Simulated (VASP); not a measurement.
# W (Im-3m) in VASP: notebook

The runs below take W through single point, with r2SCAN.

All numbers are computed with VASP 6.6.1; they aren't measurements. Logs are shortened: lines on timing, memory, paths and dates and some standing lists are left out, and cuts for length are marked.

## (1) The cell of the first run

The structure is cubic, space group Im-3m (No. 229). The conventional cell has a = 3.170 Å, b = 3.170 Å, c = 3.170 Å, α = 90.00°, β = 90.00°, γ = 90.00°. W (site symmetry m-3m) has 14 W at 2.74 to 3.17 Å within 3.6 Å.

## (2) Single point, r2SCAN

Input file POSCAR:

```
W
1.0
   -1.5848038465      1.5848038465      1.5848038465
    1.5848038465     -1.5848038465      1.5848038465
    1.5848038465      1.5848038465     -1.5848038465
W
1
Direct
    0.0000000000      0.0000000000      0.0000000000
```

Input file INCAR.step1:

```
SYSTEM = W
PREC = Accurate
ENCUT = 520
ISMEAR = 1
SIGMA = 0.2
LREAL = .FALSE.
LASPH = .TRUE.
NELM = 80
NBANDS = 13
GGA = PE
ALGO = Normal
EDIFF = 1E-4
LWAVE = .TRUE.
LCHARG = .FALSE.
```

Input file INCAR.step2:

```
SYSTEM = W
PREC = Accurate
ENCUT = 520
EDIFF = 1E-6
ISMEAR = 1
SIGMA = 0.2
LREAL = .FALSE.
LASPH = .TRUE.
NELM = 80
ALGO = Normal
ISIF = 2
LWAVE = .FALSE.
LCHARG = .TRUE.
METAGGA = R2SCAN
LMIXTAU = .TRUE.
LELF = .TRUE.
LVHAR = .TRUE.
NBANDS = 13
ISTART = 1
```

Input file KPOINTS:

```
Automatic mesh
0
G
  14 14 14
  0 0 0
```

Potentials or basis: VASP PAW PBE potentials, release 64 (W_sv).

On the command line:

```bash
$ cat potpaw_PBE.64/W_sv/POTCAR > POTCAR
$ cp INCAR.step1 INCAR
$ mpirun -np 1 vasp_std > vasp.out
$ cp INCAR.step2 INCAR
$ mpirun -np 1 vasp_std > vasp.out
```

OUTCAR:

```text
SYSTEM = W
   PREC = Accurate
   ENCUT = 520
   EDIFF = 1E-6
   ISMEAR = 1
   LREAL = .FALSE.
   LASPH = .TRUE.
   NELM = 80
   ISIF = 2
   METAGGA = R2SCAN
   ISTART = 1

 ion  position               nearest neighbor table
   1  0.000  0.000  0.000-

  LATTYP: Found a body centered cubic cell.
 ALAT       =     3.1696076930

  Lattice vectors:

 A1 = (  -1.5848038465,   1.5848038465,   1.5848038465)
 A2 = (   1.5848038465,  -1.5848038465,   1.5848038465)
 A3 = (   1.5848038465,   1.5848038465,  -1.5848038465)

Analysis of symmetry for initial positions (statically):
=====================================================================
 Subroutine PRICEL returns:
 Original cell was already a primitive cell.

 Routine SETGRP: Setting up the symmetry group for a
 body centered cubic supercell.

 Subroutine GETGRP returns: Found 48 space group operations
 (whereof 48 operations were pure point group operations)
 out of a pool of 48 trial point group operations.

The static configuration has the point symmetry O_h .

Analysis of symmetry for dynamics (positions and initial velocities):
=====================================================================
 Subroutine PRICEL returns:
 Original cell was already a primitive cell.

 Routine SETGRP: Setting up the symmetry group for a
 body centered cubic supercell.

 Subroutine GETGRP returns: Found 48 space group operations
 (whereof 48 operations were pure point group operations)
 out of a pool of 48 trial point group operations.

The dynamic configuration has the point symmetry O_h .

 Subroutine INISYM returns: Found 48 space group operations
 (whereof 48 operations are pure point group operations),
 and found     1 'primitive' translations

----------------------------------------------------------------------------------------

                                     Primitive cell

  volume of cell :      15.9216

  direct lattice vectors                    reciprocal lattice vectors
    -1.584803847  1.584803847  1.584803847     0.000000000  0.315496458  0.315496458
     1.584803847 -1.584803847  1.584803847     0.315496458  0.000000000  0.315496458
     1.584803847  1.584803847 -1.584803847     0.315496458  0.315496458  0.000000000

  length of vectors
     2.744960782  2.744960782  2.744960782     0.446179370  0.446179370  0.446179370

  position of ions in fractional coordinates (direct lattice)
     0.000000000  0.000000000  0.000000000

  ion indices of the primitive-cell ions
   primitive index   ion index
                 1           1

----------------------------------------------------------------------------------------

 KPOINTS: Automatic mesh

Automatic generation of k-mesh.
 Grid dimensions read from file:
 generate k-points for:   14   14   14

 Generating k-lattice:

  Cartesian coordinates                     Fractional coordinates (reciprocal lattice)
     0.000000000  0.022535461  0.022535461     0.071428571  0.000000000  0.000000000
     0.022535461  0.000000000  0.022535461     0.000000000  0.071428571  0.000000000
     0.022535461  0.022535461  0.000000000     0.000000000  0.000000000  0.071428571

  Length of vectors
     0.031869955  0.031869955  0.031869955

  Shift w.r.t. Gamma in fractional coordinates (k-lattice)
     0.000000000  0.000000000  0.000000000

 Subroutine IBZKPT returns following result:
 ===========================================

 Found    104 irreducible k-points:

 Following reciprocal coordinates:
            Coordinates               Weight
  0.000000  0.000000  0.000000      1.000000
  0.071429  0.000000  0.000000     12.000000
  0.142857  0.000000  0.000000     12.000000
  0.214286  0.000000  0.000000     12.000000
  0.285714  0.000000  0.000000     12.000000
  0.357143  0.000000  0.000000     12.000000
[... 16 lines left out ...]
  0.285714  0.285714  0.000000     24.000000
  0.357143  0.285714  0.000000     24.000000
 [... further k-points ...]
   k-points           NKPTS =    104   k-points in BZ     NKDIM =    104   number of bands    NBANDS=     13
   number of dos      NEDOS =    301   number of ions     NIONS =      1
   total plane-waves  NPLWV =   8000
   dimension x,y,z NGX =    20 NGY =   20 NGZ =   20
   dimension x,y,z NGXF=    40 NGYF=   40 NGZF=   40
   ions per type =               1
   NGX,Y,Z   is equivalent  to a cutoff of  12.11, 12.11, 12.11 a.u.
   NGXF,Y,Z  is equivalent  to a cutoff of  24.23, 24.23, 24.23 a.u.
 SYSTEM =  W
   PREC   = accura    normal or accurate (medium, high low for compatibility)
   ISTART =      1    job   : 0-new  1-cont  2-samecut
   ICHARG =      0    charge: 1-file 2-atom 10-const
   ISPIN  =      1    spin polarized calculation?
   LNONCOLLINEAR =      F non collinear calculations
   LSORBIT =      F    spin-orbit coupling
   LASPH  =      T    aspherical Exc in radial PAW
   ENCUT  =  520.0 eV  38.22 Ry    6.18 a.u.   5.10  5.10  5.10*2*pi/ulx,y,z
   NELM   =     80;   NELMIN=  2; NELMDL=  0     # of ELM steps
   EDIFF  = 0.1E-05   stopping-criterion for ELM
   LREAL  =      F    real-space projection
   EDIFFG = 0.1E-04   stopping-criterion for IOM
   NSW    =      0    number of steps for IOM
   IBRION =     -1    ionic relax: 0-MD 1-quasi-New 2-CG
   NFREE  =      0    steps in history (QN), initial steepest desc. (CG)
   ISIF   =      2    stress and relaxation
   ISYM   =      2    0-nonsym 1-usesym 2-fastsym
   POTIM  = 0.5000    time-step for ionic-motion
   TEBEG  =    0.0;   TEEND  =   0.0 temperature during run
   PSTRESS=    0.0 pullay stress
   NELECT =      14.0000    total number of electrons
   NUPDOWN=      -1.0000    fix difference up-down
   EMIN   =  10.00;   EMAX   =-10.00  energy-range for DOS
   EFERMI =   0.00;   METHOD = LEGACY
   ISMEAR =     1;   SIGMA  =   0.20  broadening in eV -4-tet -1-fermi 0-gaus
   EFERMI_NEDOS =   21; number of points for ismear=-14 and -15
   IALGO  =     38    algorithm
   IMIX   =      4    mixing-type and parameters
     AMIX     =   0.40;   BMIX     =  1.00
     AMIX_MAG =   1.60;   BMIX_MAG =  1.00
  volume/ion in A,a.u.               =      15.92       107.44
  Fermi-wavevector in a.u.,A,eV,Ry     =   1.568395  2.963836 33.468448  2.459862
  Thomas-Fermi vector in A             =   2.670432
   LORBIT       =      0    0 simple, 1 ext, 2 COOP (PROOUT), +10 PAW based schemes
   METAGGA = R2SCAN    functional components
   LHFCALC =     F    Hartree Fock is set to
   AEXX    =    0.0000 exact exchange contribution
   IVDW    =     0    specifies the selected vdW correction
   LEPSILON=     F    determine dielectric tensor
   LRPA    =     F    only Hartree local field effects (RPA)
 non-spin polarized calculation
 Methfessel and Paxton  Order N= 1 SIGMA  =   0.20
  energy-cutoff  :      520.00
  volume of cell :       15.92
 maximum number of plane-waves:       444
   NGX = 11   NGY = 11   NGZ = 11

 number of electron      14.0000003 magnetization

 Free energy of the ion-electron system (eV)
  ---------------------------------------------------
  ext. energy  EPLUGINS =         0.00000000
  ---------------------------------------------------
  free energy    TOTEN  =       -51.34535311 eV

  energy without entropy =      -51.34423461  energy(sigma->0) =      -51.34498028

 E-fermi :  11.3044     XC(G=0): -14.9346

 val. band max:       11.3042208371   @ k =  -0.4286   0.5000   0.2857
 cond. band min:      11.3273823614   @ k =   0.5000   0.5000   0.2857
 fundamental gap:      0.0231615243
 Fermi energy:        11.3044085251

 k-point     1 :       0.0000    0.0000    0.0000
  band No.  band energies     occupation
      1     -64.9116      2.00000
      2     -27.7761      2.00000
      3     -27.7761      2.00000
      4     -27.7761      2.00000
      5       1.1216      2.00000
      6       9.9454      2.00000
      7       9.9454      2.00000
      8       9.9454      2.00000
      9      13.7694     -0.00000
     10      13.7694     -0.00000
     11      26.4770      0.00000
     12      26.4770      0.00000
     13      26.4770      0.00000

 k-point     2 :       0.0714    0.0000    0.0000
  band No.  band energies     occupation
      1     -64.9043      2.00000
      2     -27.8486      2.00000
      3     -27.7985      2.00000
      4     -27.7764      2.00000
      5       1.3775      2.00000
      6       9.7888      2.00000
      7       9.9059      2.00000
      8      10.1919      2.00000
      9      13.5231     -0.00000
     10      13.7692     -0.00000
     11      26.6907      0.00000
     12      26.9132      0.00000
     13      27.0838      0.00000

 k-point     3 :       0.1429    0.0000    0.0000
  band No.  band energies     occupation
      1     -64.8839      2.00000
      2     -28.0481      2.00000
      3     -27.8609      2.00000
      4     -27.7774      2.00000
      5       2.0970      2.00000
      6       9.3775      2.00000
      7       9.7254      2.00000
      8      10.9171      2.01953
      9      13.1008     -0.00000
     10      13.7890     -0.00000
     11      27.1334      0.00000
     12      28.1580      0.00000
     13      28.4248      0.00000

 k-point     4 :       0.2143    0.0000    0.0000
  band No.  band energies     occupation
      1     -64.8543      2.00000
      2     -28.3280      2.00000
      3     -27.9499      2.00000
      4     -27.7789      2.00000
      5       3.1173      2.00000
      6       8.8414      2.00000
      7       9.3981      2.00000
      8      12.0780     -0.00000
      9      12.9768     -0.00000
     10      13.8726     -0.00000
     11      27.0984      0.00000
     12      28.9775      0.00000
     13      30.0622      0.00000

 k-point     5 :       0.2857    0.0000    0.0000
  band No.  band energies     occupation
      1     -64.8213      2.00000
      2     -28.6280      2.00000
      3     -28.0470      2.00000
      4     -27.7806      2.00000
      5       4.0996      2.00000
      6       8.3088      2.00000
      7       9.3031      2.00000
      8      13.1960     -0.00000
      9      13.5904     -0.00000
     10      14.0492     -0.00000
     11      26.0680      0.00000
     12      27.5067      0.00000
     13      32.4545      0.00000
[... 257 lines left out ...]
 k-point    22 :       0.3571    0.2143    0.0000
  band No.  band energies     occupation
      1     -64.7519      2.00000
      2     -28.9395      2.00000
      3     -28.4259      2.00000
      4     -27.9208      2.00000
      5       6.0678      2.00000
      6       7.7937      2.00000
      7       9.4600      2.00000
      8      13.4729     -0.00000
      9      14.8027     -0.00000
     10      19.8529      0.00000
     11      21.1569      0.00000
     12      25.0659      0.00000
     13      28.1527      0.00000

 k-point    23 :       0.2857    0.2857    0.0000
  band No.  band energies     occupation
      1     -64.7503      2.00000
      2     -28.8659      2.00000
      3     -28.5074      2.00000
      4     -27.9376      2.00000
      5       6.4681      2.00000
      6       7.9056      2.00000
      7       8.8919      2.00000
      8      13.6402     -0.00000
      9      14.5472     -0.00000
     10      20.2913      0.00000
     11      21.0360      0.00000
     12      24.9864      0.00000
     13      28.6603      0.00000

 k-point    24 :       0.3571    0.2857    0.0000
  band No.  band energies     occupation
      1     -64.7456      2.00000
      2     -28.8146      2.00000
      3     -28.6080      2.00000
      4     -27.9447      2.00000
      5       6.5753      2.00000
      6       8.0646      2.00000
      7       8.7800      2.00000
      8      13.9060     -0.00000
      9      14.5170     -0.00000
     10      20.0926      0.00000
     11      21.7330      0.00000
     12      23.8778      0.00000
     13      29.1391      0.00000

 [... further k-points ...]
[... 5 lines left out ...]
  --------------------------------------------------------------------------------------
  -------------------------------------------------------------------------------------
  Total        0.1377378      0.1377378      0.1377378     -0.0000000      0.0000000      0.0000000
  in kB       13.8604450     13.8604450     13.8604450     -0.0000000      0.0000000      0.0000000
  external PRESSURE =      13.8604450 kB  Pullay stress =       0.0000000 kB

 VOLUME and BASIS-vectors are now :
 -----------------------------------------------------------------------------
  energy-cutoff  :      520.00
  volume of cell :       15.92
      direct lattice vectors                 reciprocal lattice vectors
    -1.584803847  1.584803847  1.584803847     0.000000000  0.315496458  0.315496458
     1.584803847 -1.584803847  1.584803847     0.315496458  0.000000000  0.315496458
     1.584803847  1.584803847 -1.584803847     0.315496458  0.315496458  0.000000000

 POSITION                                       TOTAL-FORCE (eV/Angst)
 -----------------------------------------------------------------------------------
      0.00000      0.00000      0.00000        -0.000000      0.000000      0.000000
 -----------------------------------------------------------------------------------
    total drift:                                0.000000     -0.000000      0.000000

  FREE ENERGIE OF THE ION-ELECTRON SYSTEM (eV)
  ---------------------------------------------------
  free  energy   TOTEN  =       -51.3453531127 eV

  energy  without entropy=      -51.3442346062  energy(sigma->0) =      -51.34498028
```

Run time: 2.5 min. Hardware: 1 thread of Intel Xeon 8259CL, shared host; peak memory 0.14 GiB.

What came out:

- Free energy: -51.3454 eV
- Pressure: 1.4 GPa
- Band gap on the k mesh: zero (bands 7 and 8 overlap by 6.58 eV)

Levels at points of the mesh, in eV from the Fermi level:
| k point | band 3 | band 4 | band 5 | band 6 | band 7 | band 8 | band 9 | band 10 | band 11 | band 12 |
| --- | --- | --- | --- | --- | --- | --- | --- | --- | --- | --- |
| (0.00, 0.00, 0.00) | -39.08 | -39.08 | -10.18 | -1.36 | -1.36 | -1.36 | 2.46 | 2.46 | 15.17 | 15.17 |
| (0.50, 0.00, 0.00) | -39.52 | -39.09 | -6.61 | -3.81 | 0.43 | 2.30 | 3.35 | 6.21 | 11.50 | 11.99 |
| (0.50, 0.50, 0.50) | -40.02 | -40.02 | -6.07 | -6.07 | 5.22 | 5.22 | 5.22 | 8.43 | 8.43 | 8.43 |

Caveat: the PAW data sets were made with another functional, which shifts forces and pressure a little; spin-orbit coupling is left out, which moves the levels of the heavy elements.

(Part 1 of 2 ends here.)
